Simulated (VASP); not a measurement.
**BN: single point with PBE**

The system is BN.

```
CELL_PARAMETERS angstrom
0.00000 1.76873 1.82016
1.76873 0.00000 1.82016
1.76873 1.76873 0.00000
ATOMIC_POSITIONS crystal
B 0.00000 0.00000 0.00000
N 0.25000 0.25000 0.25000
```

This cell differs from its parent crystal: epitaxial xy strain -2.0%.

```json
{
 "Program": "VASP 6.6.1",
 "Task": "single point",
 "Functional": "PBE",
 "Potentials or basis": "VASP PAW PBE potentials, release 64 (B, N)",
 "Cutoff": "520 eV",
 "k mesh": "12 × 12 × 12",
 "Occupations": "fermi-dirac, width 0.02 eV",
 "Spin": "no spin polarisation",
 "Dipole correction": "no",
 "Further INCAR settings": "ALGO = Normal; EDIFF = 1e-06; NBANDS = 11"
}
```

- Pressure: 18.3 GPa
- Band gap on the k mesh: 4.23 eV, indirect (least direct gap 8.83 eV)

Stress tensor (GPa, compression positive):
```
24.61  0.00  0.00
 0.00 24.61  0.00
 0.00  0.00  5.62
```

Levels at points of the mesh, in eV from the valence-band top:
| k point | band 1 | band 2 | band 3 | band 4 | band 5 | band 6 | band 7 | band 8 | band 9 |
| --- | --- | --- | --- | --- | --- | --- | --- | --- | --- |
| (0.00, 0.00, 0.00) | -20.75 | -0.30 | 0.00 | 0.00 | 8.83 | 8.83 | 9.04 | 10.84 | 25.35 |
| (0.50, 0.00, 0.00) | -16.36 | -11.13 | -2.34 | -1.88 | 10.05 | 10.97 | 11.11 | 15.54 | 23.86 |
| (0.50, 0.50, 0.00) | -15.17 | -9.54 | -4.92 | -4.92 | 4.75 | 9.79 | 18.33 | 18.33 | 20.90 |
| (0.50, 0.00, 0.50) | -14.82 | -9.11 | -5.32 | -5.31 | 4.23 | 9.11 | 18.14 | 18.60 | 21.50 |

Run time: 10 s on 1 thread of Intel(R) Xeon(R) Platinum 8488C (Sapphire Rapids), on a shared host, peak memory 0.13 GiB.

Caveat: the cell differs from its parent crystal (epitaxial xy strain -2.0%). A k mesh can miss the band edges.
